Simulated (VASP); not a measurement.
CdBr2, 6 atoms in the cell. Symmetry: P6_3mc, No. 186, hexagonal system. The conventional cell has a = 3.956 Å, b = 3.956 Å, c = 12.783 Å, α = 90.00°, β = 90.00°, γ = 120.00°. Cd (site symmetry 3m) has 6 Br at 2.76 Å within 3.6 Å. Br (site symmetry 3m) has 3 Cd at 2.76 Å within 3.6 Å. Br (site symmetry 3m) has 3 Cd at 2.76 Å within 3.6 Å.  This cell differs from its parent crystal: volume scaled by 0.97, then relaxed in part.

- Program: VASP 6.6.1
- Task: single point
- Functional: PBEsol
- Potentials or basis: VASP PAW PBE potentials, release 64 (Cd, Br)
- Cutoff: 520 eV
- k mesh: 6 × 6 × 2
- Occupations: gaussian, width 0.02 eV
- Spin: no spin polarisation
- Dipole correction: no
- Further INCAR settings: ALGO = Normal; EDIFF = 1e-06; NBANDS = 35

Potentials or basis: VASP PAW PBE potentials, release 64 (Cd, Br).

The run is started by

```bash
$ cat potpaw_PBE.64/Cd/POTCAR potpaw_PBE.64/Br/POTCAR > POTCAR
$ mpirun -np 1 vasp_std > vasp.out
```

Hardware: 1 thread of Intel(R) Xeon(R) Platinum 8375C CPU @ 2.90GHz (Ice Lake), with other jobs on the host.

Q: Estimate the wall time of this run.

A: It took 68 s on 1 thread of Intel(R) Xeon(R) Platinum 8375C CPU @ 2.90GHz (Ice Lake) (shared host), peak memory 0.3 GiB. Counts: scf iterations 13, k points 14.
